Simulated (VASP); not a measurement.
# PtS2 in VASP: notebook

Runs on PtS2. Level: PBE. Tasks: single point, relaxation of cell and atoms.

Everything below comes from runs of VASP 6.6.1. Logs are shortened: lines on timing, memory, paths and dates and some standing lists are left out, and cuts for length are marked.

## (1) The cell of the first run

Symmetry: Cmmm, No. 65, orthorhombic system. Conventional cell: a = 4.974 Å, b = 8.282 Å, c = 2.769 Å, α = 90.00°, β = 90.00°, γ = 90.00°. Within 3.2 Å of Pt (site symmetry mmm) lie 4 S at 2.42 Å and 2 Pt at 2.77 Å. S (site symmetry 2/m) has 2 Pt at 2.42 Å and 4 S at 2.49 to 2.77 Å within 3.2 Å.

The cell was generated, and may not be a known phase.

## (2) Single point, PBE

Contents of INCAR:

```
PREC     = Accurate       # precision mode
ENCUT    = 520            # plane-wave cutoff, eV
EDIFF    = 1E-7           # SCF threshold, eV
ISMEAR   = 0              # smearing method
SIGMA    = 0.1            # smearing width, eV
LREAL    = False          # projectors in reciprocal space
LASPH    = True           # aspherical terms in the spheres
NELM     = 60             # most SCF steps
ALGO     = Normal         # electronic algorithm
ISIF     = 2              # what is computed and relaxed
LWAVE    = False          # write WAVECAR
LCHARG   = False          # write CHGCAR
GGA      = PE             # functional
NBANDS   = 18             # bands
```

Contents of KPOINTS:

```
Automatic mesh
0
Gamma
  4 4 6
```

Contents of POSCAR:

```
PtS2
1.0
    2.4869400116     -4.1408128375      0.0000000000
    2.4869400116      4.1408128375      0.0000000000
    0.0000000000      0.0000000000      2.7685401087
Pt S
1 2
Direct
    0.5000000000      0.5000000000      0.5000000000
    0.0000000000      0.5000000000      0.5000000000
    0.5000000000      0.0000000000      0.5000000000
```

Potentials or basis: VASP PAW PBE potentials, release 64 (Pt, S).

Launch:

```console
cat potpaw_PBE.64/Pt/POTCAR potpaw_PBE.64/S/POTCAR > POTCAR
mpirun -np 1 vasp_std > vasp.out
```

OUTCAR:

```text
PREC = Accurate
   ENCUT = 520
   EDIFF = 1E-7
   ISMEAR = 0
   LREAL = False
   LASPH = True
   NELM = 60
   ISIF = 2
   GGA = PE

 ion  position               nearest neighbor table
   1  0.500  0.500  0.500-   2 2.42   3 2.42   3 2.42   2 2.42
   2  0.000  0.500  0.500-   1 2.42   1 2.42   3 2.49   3 2.49
   3  0.500  0.000  0.500-   1 2.42   1 2.42   2 2.49   2 2.49

  LATTYP: Found a base centered orthorhombic cell.
 ALAT       =     4.9738800232
 B/A-ratio  =     1.6650232085
 C/A-ratio  =     0.5566157800

  Lattice vectors:

 A1 = (   2.4869400116,  -4.1408128375,   0.0000000000)
 A2 = (   2.4869400116,   4.1408128375,   0.0000000000)
 A3 = (   0.0000000000,   0.0000000000,   2.7685401087)

Analysis of symmetry for initial positions (statically):
=====================================================================
 Subroutine PRICEL returns:
 Original cell was already a primitive cell.

 Routine SETGRP: Setting up the symmetry group for a
 base centered orthorhombic supercell.

 Subroutine GETGRP returns: Found  8 space group operations
 (whereof  8 operations were pure point group operations)
 out of a pool of  8 trial point group operations.

The static configuration has the point symmetry D_2h.

Analysis of symmetry for dynamics (positions and initial velocities):
=====================================================================
 Subroutine PRICEL returns:
 Original cell was already a primitive cell.

 Routine SETGRP: Setting up the symmetry group for a
 base centered orthorhombic supercell.

 Subroutine GETGRP returns: Found  8 space group operations
 (whereof  8 operations were pure point group operations)
 out of a pool of  8 trial point group operations.

The dynamic configuration has the point symmetry D_2h.

 Subroutine INISYM returns: Found  8 space group operations
 (whereof  8 operations are pure point group operations),
 and found     1 'primitive' translations

----------------------------------------------------------------------------------------

                                     Primitive cell

  volume of cell :      57.0206

  direct lattice vectors                    reciprocal lattice vectors
     2.486940012 -4.140812838  0.000000000     0.201050286 -0.120749239  0.000000000
     2.486940012  4.140812838  0.000000000     0.201050286  0.120749239  0.000000000
     0.000000000  0.000000000  2.768540109     0.000000000  0.000000000  0.361201197

  length of vectors
     4.830238253  4.830238253  2.768540109     0.234524191  0.234524191  0.361201197

  position of ions in fractional coordinates (direct lattice)
     0.500000000  0.500000000  0.500000000
     0.000000000  0.500000000  0.500000000
     0.500000000  0.000000000  0.500000000

  ion indices of the primitive-cell ions
   primitive index   ion index
                 1           1
                 2           2
                 3           3

----------------------------------------------------------------------------------------

 KPOINTS: Automatic mesh

Automatic generation of k-mesh.
 Grid dimensions read from file:
 generate k-points for:    4    4    6

 Generating k-lattice:

  Cartesian coordinates                     Fractional coordinates (reciprocal lattice)
     0.050262571 -0.030187310  0.000000000     0.250000000  0.000000000  0.000000000
     0.050262571  0.030187310  0.000000000     0.000000000  0.250000000  0.000000000
     0.000000000  0.000000000  0.060200199     0.000000000  0.000000000  0.166666667

  Length of vectors
     0.058631048  0.058631048  0.060200199

  Shift w.r.t. Gamma in fractional coordinates (k-lattice)
     0.000000000  0.000000000  0.000000000

 Subroutine IBZKPT returns following result:
 ===========================================

 Found     28 irreducible k-points:

 Following reciprocal coordinates:
            Coordinates               Weight
  0.000000  0.000000  0.000000      1.000000
  0.250000  0.000000  0.000000      4.000000
  0.500000  0.000000  0.000000      2.000000
  0.250000  0.250000  0.000000      2.000000
  0.500000  0.250000  0.000000      4.000000
 -0.250000  0.250000  0.000000      2.000000
[... 16 lines left out ...]
  0.250000  0.000000  0.500000      4.000000
  0.500000  0.000000  0.500000      2.000000
 [... further k-points ...]
   k-points           NKPTS =     28   k-points in BZ     NKDIM =     28   number of bands    NBANDS=     18
   number of dos      NEDOS =    301   number of ions     NIONS =      3
   total plane-waves  NPLWV =  31104
   dimension x,y,z NGX =    36 NGY =   36 NGZ =   24
   dimension x,y,z NGXF=    72 NGYF=   72 NGZF=   48
   ions per type =               1   2
   NGX,Y,Z   is equivalent  to a cutoff of  12.39, 12.39, 14.41 a.u.
   NGXF,Y,Z  is equivalent  to a cutoff of  24.78, 24.78, 28.82 a.u.
 SYSTEM =  unknown system
   PREC   = accura    normal or accurate (medium, high low for compatibility)
   ISTART =      0    job   : 0-new  1-cont  2-samecut
   ICHARG =      2    charge: 1-file 2-atom 10-const
   ISPIN  =      1    spin polarized calculation?
   LNONCOLLINEAR =      F non collinear calculations
   LSORBIT =      F    spin-orbit coupling
   LASPH  =      T    aspherical Exc in radial PAW
   ENCUT  =  520.0 eV  38.22 Ry    6.18 a.u.   8.98  8.98  5.15*2*pi/ulx,y,z
   NELM   =     60;   NELMIN=  2; NELMDL= -5     # of ELM steps
   EDIFF  = 0.1E-06   stopping-criterion for ELM
   LREAL  =      F    real-space projection
   EDIFFG = 0.1E-05   stopping-criterion for IOM
   NSW    =      0    number of steps for IOM
   IBRION =     -1    ionic relax: 0-MD 1-quasi-New 2-CG
   NFREE  =      0    steps in history (QN), initial steepest desc. (CG)
   ISIF   =      2    stress and relaxation
   ISYM   =      2    0-nonsym 1-usesym 2-fastsym
   POTIM  = 0.5000    time-step for ionic-motion
   TEBEG  =    0.0;   TEEND  =   0.0 temperature during run
   PSTRESS=    0.0 pullay stress
   NELECT =      22.0000    total number of electrons
   NUPDOWN=      -1.0000    fix difference up-down
   EMIN   =  10.00;   EMAX   =-10.00  energy-range for DOS
   EFERMI =   0.00;   METHOD = LEGACY
   ISMEAR =     0;   SIGMA  =   0.10  broadening in eV -4-tet -1-fermi 0-gaus
   EFERMI_NEDOS =   21; number of points for ismear=-14 and -15
   IALGO  =     38    algorithm
   IMIX   =      4    mixing-type and parameters
     AMIX     =   0.40;   BMIX     =  1.00
     AMIX_MAG =   1.60;   BMIX_MAG =  1.00
  volume/ion in A,a.u.               =      19.01       128.26
  Fermi-wavevector in a.u.,A,eV,Ry     =   1.191805  2.252185 19.325699  1.420399
  Thomas-Fermi vector in A             =   2.327858
   LORBIT       =      0    0 simple, 1 ext, 2 COOP (PROOUT), +10 PAW based schemes
   GGA     = PE    functional components
   LHFCALC =     F    Hartree Fock is set to
   AEXX    =    0.0000 exact exchange contribution
   IVDW    =     0    specifies the selected vdW correction
   LEPSILON=     F    determine dielectric tensor
   LRPA    =     F    only Hartree local field effects (RPA)
 non-spin polarized calculation
 Gauss-broadening in eV      SIGMA  =   0.10
  energy-cutoff  :      520.00
  volume of cell :       57.02
 maximum number of plane-waves:      1554
   NGX = 17   NGY = 17   NGZ = 11

 number of electron      22.0000001 magnetization

 Free energy of the ion-electron system (eV)
  ---------------------------------------------------
  ext. energy  EPLUGINS =         0.00000000
  ---------------------------------------------------
  free energy    TOTEN  =       -13.48429858 eV

  energy without entropy =      -13.47846787  energy(sigma->0) =      -13.48138322

 E-fermi :   6.5078     XC(G=0): -10.4282

 val. band max:        6.4569623108   @ k =   0.5000   0.0000   0.3333
 cond. band min:       6.5887872845   @ k =   0.5000   0.2500   0.1667
 fundamental gap:      0.1318249737
 Fermi energy:         6.5077917034

 k-point     1 :       0.0000    0.0000    0.0000
  band No.  band energies     occupation
      1      -9.8266      2.00000
      2      -6.3252      2.00000
      3      -1.1917      2.00000
      4       1.3356      2.00000
      5       1.6593      2.00000
      6       2.9014      2.00000
[... 10 lines left out ...]
     17      15.9215      0.00000
     18      17.5272      0.00000

 k-point     2 :       0.2500    0.0000    0.0000
  band No.  band energies     occupation
      1      -9.4393      2.00000
      2      -7.0363      2.00000
      3      -0.6957      2.00000
      4       1.1486      2.00000
      5       1.5435      2.00000
      6       1.9602      2.00000
[... 10 lines left out ...]
     17      15.7056      0.00000
     18      17.0185      0.00000

 k-point     3 :       0.5000    0.0000    0.0000
  band No.  band energies     occupation
      1      -8.5850      2.00000
      2      -8.1455      2.00000
      3      -0.8610      2.00000
      4       1.3378      2.00000
      5       1.6773      2.00000
      6       2.3757      2.00000
[... 10 lines left out ...]
     17      15.2854      0.00000
     18      16.0886      0.00000

 k-point     4 :       0.2500    0.2500    0.0000
  band No.  band energies     occupation
      1      -8.5430      2.00000
      2      -8.1993      2.00000
      3      -0.0909      2.00000
      4       0.2382      2.00000
      5       1.3664      2.00000
      6       2.3286      2.00000
[... 375 lines left out ...]
      4       0.2486      2.00000
      5       1.9903      2.00000
      6       2.5751      2.00000
[... 10 lines left out ...]
     17      14.8253      0.00000
     18      15.0328      0.00000

 k-point    23 :       0.2500    0.0000    0.5000
  band No.  band energies     occupation
      1      -7.6715      2.00000
      2      -5.2924      2.00000
      3      -0.3456      2.00000
      4       0.4760      2.00000
      5       1.2592      2.00000
      6       2.5432      2.00000
[... 10 lines left out ...]
     17      14.7839      0.00000
     18      15.2982      0.00000

 k-point    24 :       0.5000    0.0000    0.5000
  band No.  band energies     occupation
      1      -6.8575      2.00000
      2      -6.3194      2.00000
      3      -0.1547      2.00000
      4       0.1401      2.00000
      5       0.7260      2.00000
      6       2.5098      2.00000
[... 10 lines left out ...]
     17      14.7395      0.00000
     18      14.7799      0.00000

 [... further k-points ...]
[... 5 lines left out ...]
  --------------------------------------------------------------------------------------
  -------------------------------------------------------------------------------------
  Total       -0.1103691     -0.0154643     -0.0770623      0.0000000      0.0000000      0.0000000
  in kB       -3.1011753     -0.4345186     -2.1653139      0.0000000      0.0000000      0.0000000
  external PRESSURE =      -1.9003359 kB  Pullay stress =       0.0000000 kB

 VOLUME and BASIS-vectors are now :
 -----------------------------------------------------------------------------
  energy-cutoff  :      520.00
  volume of cell :       57.02
      direct lattice vectors                 reciprocal lattice vectors
     2.486940012 -4.140812838  0.000000000     0.201050286 -0.120749239  0.000000000
     2.486940012  4.140812838  0.000000000     0.201050286  0.120749239  0.000000000
     0.000000000  0.000000000  2.768540109     0.000000000  0.000000000  0.361201197

 POSITION                                       TOTAL-FORCE (eV/Angst)
 -----------------------------------------------------------------------------------
      2.48694      0.00000      1.38427        -0.000000      0.000000      0.000000
      1.24347      2.07041      1.38427         0.000000      0.000000      0.000000
      1.24347     -2.07041      1.38427         0.000000      0.000000      0.000000
 -----------------------------------------------------------------------------------
    total drift:                                0.000000      0.000000      0.000000

  FREE ENERGIE OF THE ION-ELECTRON SYSTEM (eV)
  ---------------------------------------------------
  free  energy   TOTEN  =       -13.4842985768 eV

  energy  without entropy=      -13.4784678700  energy(sigma->0) =      -13.48138322
```

Wall time 19 s (1 thread of AMD EPYC 9R45 (Zen 5), shared host); peak memory 0.16 GiB.

What came out:

```yaml
Free_energy: -13.4843 eV
Pressure: -0.2 GPa
Band_gap_on_the_k_mesh: zero (bands 11 and 12 overlap by 3.51 eV)
```

Stress tensor (GPa, compression positive):
```
-0.31  0.00  0.00
 0.00 -0.04  0.00
 0.00  0.00 -0.22
```

Caveat: the k points lie up to 0.38 Å⁻¹ apart, too coarse for converged energies and pressures of a metal; spin-orbit coupling is left out, which moves the levels of the heavy elements.

## (3) Single point, PBE

This run uses another cell than the first one: it holds 6 atoms, not 3.

Contents of INCAR:

```
SYSTEM = PtS2
  PREC = Accurate
  ENCUT = 520
  EDIFF = 1E-7
  ISMEAR = 0
  SIGMA = 0.1
  LREAL = .False.
  LASPH = .True.
  NELM = 60
  ALGO = Normal
  ISIF = 2
  LWAVE = .False.
  LCHARG = .False.
  GGA = PE
  NBANDS = 31
```

Contents of KPOINTS:

```
Automatic mesh
0
Gamma
  4 2 4
  0 0 0
```

Contents of POSCAR:

```
PtS2
1.0
    5.0064696511      0.0000000000      0.0000000000
    0.0000000000      8.3253708077      0.0000000000
    0.0000000000      0.0000000000      2.7198968315
Pt S
2 4
Direct
    0.5000000000      0.0000000000      0.5000000000
    0.0000000000      0.5000000000      0.5000000000
    0.2485925902      0.2496268292      0.5000000000
    0.7514074098      0.7503731708      0.5000000000
    0.7485925902      0.2503731708      0.5000000000
    0.2514074098      0.7496268292      0.5000000000
```

Potentials or basis: VASP PAW PBE potentials, release 64 (Pt, S).

Launch:

```console
cat potpaw_PBE.64/Pt/POTCAR potpaw_PBE.64/S/POTCAR > POTCAR
mpirun -np 1 vasp_std > vasp.out
```

It took 39 s on 1 thread of AMD EPYC 9R45 (Zen 5), shared host; peak memory 0.2 GiB.

The run converged. Its results:

| Item | Value |
| --- | --- |
| Free energy | -27.2543 eV |
| Pressure | -0.1 GPa |
| Band gap on the k mesh | zero (bands 22 and 23 overlap by 2.78 eV) |

Stress tensor (GPa, compression positive):
```
 0.08  0.00  0.00
 0.00 -0.24  0.00
 0.00  0.00 -0.19
```

Levels at points of the mesh, in eV from the Fermi level:
```
           k point  band 20  band 21  band 22  band 23  band 24  band 25
(0.00, 0.00, 0.00)    -0.73     1.14     2.17     2.19     3.10     3.23
(0.50, 0.00, 0.00)    -1.04     0.21     0.21     2.14     2.14     2.18
(0.00, 0.50, 0.00)     0.45     1.67     1.67     2.06     2.06     3.26
(0.50, 0.50, 0.00)    -1.01    -0.58    -0.58     1.98     1.98     2.68
(0.00, 0.00, 0.50)    -1.36    -1.09    -0.71     1.19     2.02     3.14
(0.50, 0.00, 0.50)    -0.89    -0.03    -0.03     1.33     1.33     1.44
(0.00, 0.50, 0.50)    -1.77     1.08     1.08     1.67     1.67     2.95
(0.50, 0.50, 0.50)    -1.41    -0.96    -0.96     0.24     0.24     2.70
```

Caveat: the k points lie up to 0.58 Å⁻¹ apart, too coarse for converged energies and pressures of a metal; spin-orbit coupling is left out, which moves the levels of the heavy elements.

## (4) Relaxation of cell and atoms, PBE

This run uses another cell than the first one, of 18.89 Å³/atom.

Contents of INCAR:

```
SYSTEM = PtS2
  PREC = Accurate
  ENCUT = 600
  EDIFF = 1E-6
  ISMEAR = 0
  SIGMA = 0.1
  LREAL = .FALSE.
  LASPH = .TRUE.
  NELM = 80
  ALGO = Normal
  ISIF = 3
  LWAVE = .FALSE.
  LCHARG = .FALSE.
  GGA = PE
  IBRION = 2
  NSW = 90
  EDIFFG = -0.04
```

Contents of KPOINTS:

```
Automatic mesh
0
G
  4 4 6
  0 0 0
```

Contents of POSCAR:

```
PtS2
1.0
    2.5032348255     -4.1626854038      0.0000000000
    2.5032348255      4.1626854038      0.0000000000
    0.0000000000      0.0000000000      2.7198968315
Pt S
1 2
Direct
    0.5000000000      0.5000000000      0.5000000000
    0.0000000000      0.5000000000      0.5000000000
    0.5000000000      0.0000000000      0.5000000000
```

Launch:

```console
cat potpaw_PBE.64/Pt/POTCAR potpaw_PBE.64/S/POTCAR > POTCAR
mpirun -np 1 vasp_std > vasp.out
```

Wall time 56 s (1 thread of AMD EPYC 9R45 (Zen 5), shared host); peak memory 0.18 GiB.

Results (log left out):

- Free energy: -13.4849 eV
- Relaxed volume: 18.97 Å³/atom
- Relaxed cell: a = 4.831 Å, b = 4.831 Å, c = 2.766 Å, α = 90.00°, β = 90.00°, γ = 118.12°
- Space group after relaxing (to 0.1 Å): Cmmm (No. 65)
- Energy gained by relaxing: 4.7 meV/atom
- Ionic steps: 5
- Pressure after relaxing: 0.0 GPa
- Band gap on the k mesh: zero (bands 11 and 12 overlap by 3.52 eV)

Stress tensor (GPa, compression positive):
```
-0.07  0.00  0.00
 0.00  0.03  0.00
 0.00  0.00  0.00
```

Step by step:
```csv
step,energy change (eV),largest force (eV/Å),pressure (GPa),volume (Å³)
1,0.0000,0.0000,-0.09,56.68
2,-0.0119,0.0000,0.87,56.58
3,-0.0136,0.0000,0.57,56.61
4,-0.0139,0.0000,-0.39,57.13
5,-0.0142,0.0000,-0.01,56.92
```

Final structure:
```xyz
3
Lattice="2.4836 -4.1431 0.0000 2.4836 4.1431 0.0000 0.0000 0.0000 2.7659" Properties=species:S:1:pos:R:3 pbc="T T T"
Pt    2.4836    0.0000    1.3829
S     1.2418    2.0716    1.3829
S     1.2418   -2.0716    1.3829
```

Levels at points of the mesh, in eV from the Fermi level:
| k point | band 9 | band 10 | band 11 | band 12 | band 13 | band 14 |
| --- | --- | --- | --- | --- | --- | --- |
| (0.00, 0.00, 0.00) | -1.93 | -1.35 | -1.02 | 0.24 | 2.29 | 3.00 |
| (0.50, 0.00, 0.00) | -2.22 | -1.43 | -0.86 | 1.11 | 1.92 | 4.56 |
| (0.50, 0.50, 0.00) | -1.52 | 1.43 | 1.92 | 2.66 | 4.44 | 5.18 |
| (0.00, 0.00, 0.50) | -3.03 | -1.94 | -1.74 | -1.09 | 3.90 | 4.62 |
| (0.50, 0.00, 0.50) | -2.25 | -1.83 | -1.47 | -0.16 | 2.22 | 2.80 |
| (0.50, 0.50, 0.50) | -2.05 | -1.48 | 0.79 | 1.53 | 2.77 | 3.73 |

Caveat: the k points lie up to 0.38 Å⁻¹ apart in the final cell, too coarse for converged energies and pressures of a metal; spin-orbit coupling is left out, which moves the levels of the heavy elements.

(Part 1 of 2 ends here.)

The gap in the log of VASP goes by the Fermi energy; the results here count the filled bands.